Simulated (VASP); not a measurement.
Here is a VASP 6.6.1 calculation.

INCAR

```
PREC = Accurate ; ENCUT = 520
EDIFF = 1E-7 ; ISMEAR = 0
SIGMA = 0.02 ; LREAL = False
LASPH = True ; NELM = 60
ALGO = Normal ; ISIF = 2
LWAVE = False ; LCHARG = True
GGA = PE ; LELF = True
LVHAR = True ; NBANDS = 44
```

The input KPOINTS:

```
Automatic mesh
0
Gamma
  6 6 6
```

POSCAR

```
SiO2
1.0
   -4.5195693875      4.5195693875      2.6403325108
    4.5195693875     -4.5195693875      2.6403325108
    4.5195693875      4.5195693875     -2.6403325108
Si O
4 8
Direct
    0.1768248779      0.1768248779      0.3536497559
    0.8231751221      0.1768248779      0.0000000000
    0.1768248779      0.8231751221      0.0000000000
    0.8231751221      0.8231751221      0.6463502441
    0.5000000000      0.5000000000      0.5000000000
    0.0000000000      0.5000000000      0.0000000000
    0.5000000000      0.0000000000      0.0000000000
    0.0000000000      0.0000000000      0.5000000000
    0.0000000000      0.2088701148      0.2088701148
    0.7911298852      0.0000000000      0.7911298852
    0.2088701148      0.0000000000      0.2088701148
    0.0000000000      0.7911298852      0.7911298852
```

Potentials or basis: VASP PAW PBE potentials, release 64 (Si, O).

Command:

```bash
$ cat potpaw_PBE.64/Si/POTCAR potpaw_PBE.64/O/POTCAR > POTCAR
$ mpirun -np 1 vasp_std > vasp.out
```

(1) Estimate the pressure.

(2) What does it give for the largest force?

(3) What does it give for the band gap on the k mesh?

Results:

(1) -1.0 GPa.

(2) 0.027 eV/Å.

(3) 5.33 eV (least direct gap 5.33 eV).
